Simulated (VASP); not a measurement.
Write the native input for VASP 6.6.1 that does the following.

- Task: relaxation of cell and atoms
- Functional: PBE
- Potentials or basis: VASP PAW PBE potentials, release 64 (Al, B, N)
- Cutoff: 600 eV
- k mesh: 6 × 6 × 4
- Occupations: gaussian, width 0.1 eV
- Spin: no spin polarisation
- Dipole correction: no
- Further INCAR settings: ALGO = Normal; EDIFF = 1e-06; IBRION = 2; EDIFFG = -0.04; NSW = 90; ISIF = 3

The structure of Al2B2N lies in POSCAR:

```
Al2B2N
1.0
    3.5202780300      0.0000000000      0.0000000000
   -1.7601390100      3.0486502000      0.0000000000
    0.0000000000      0.0000000000      5.8614409900
Al B N
2 2 1
Direct
    0.3333333300      0.6666666700      0.6194559900
    0.6666666700      0.3333333300      0.3805440100
    0.3333333300      0.6666666700      0.2381086100
    0.6666666700      0.3333333300      0.7618913900
    0.0000000000      0.0000000000      0.0000000000
```

The input as run:

INCAR

```
SYSTEM = Al2B2N
  PREC = Accurate
  ENCUT = 600
  EDIFF = 1E-6
  ISMEAR = 0
  SIGMA = 0.1
  LREAL = .False.
  LASPH = .True.
  NELM = 80
  ALGO = Normal
  ISIF = 3
  LWAVE = .False.
  LCHARG = .False.
  GGA = PE
  IBRION = 2
  NSW = 90
  EDIFFG = -0.04
```

KPOINTS

```
Automatic mesh
0
Gamma
  6 6 4
  0 0 0
```

Potentials or basis: VASP PAW PBE potentials, release 64 (Al, B, N).

Launch:

```sh
$ cat potpaw_PBE.64/Al/POTCAR potpaw_PBE.64/B/POTCAR potpaw_PBE.64/N/POTCAR > POTCAR
$ mpirun -np 1 vasp_std > vasp.out
```

Results of the run:

The relaxed volume is 9.07 Å³/atom. The relaxed cell is a = 2.978 Å, b = 2.978 Å, c = 5.908 Å, α = 90.00°, β = 90.00°, γ = 120.00°. The space group after relaxing (to 0.05 Å) is P-3m1 (No. 164) and the energy gained by relaxing is 1920.3 meV/atom. The ionic steps are 45 and the pressure after relaxing is 0.0 GPa. The largest force after relaxing is 0.029 eV/Å.

Caveat: the volume moved by over 15 % at a fixed basis, so the end points are rough.

Run time: 4.2 min on 1 thread of Intel(R) Xeon(R) 6975P-C (Granite Rapids), on a shared host, peak memory 0.2 GiB.
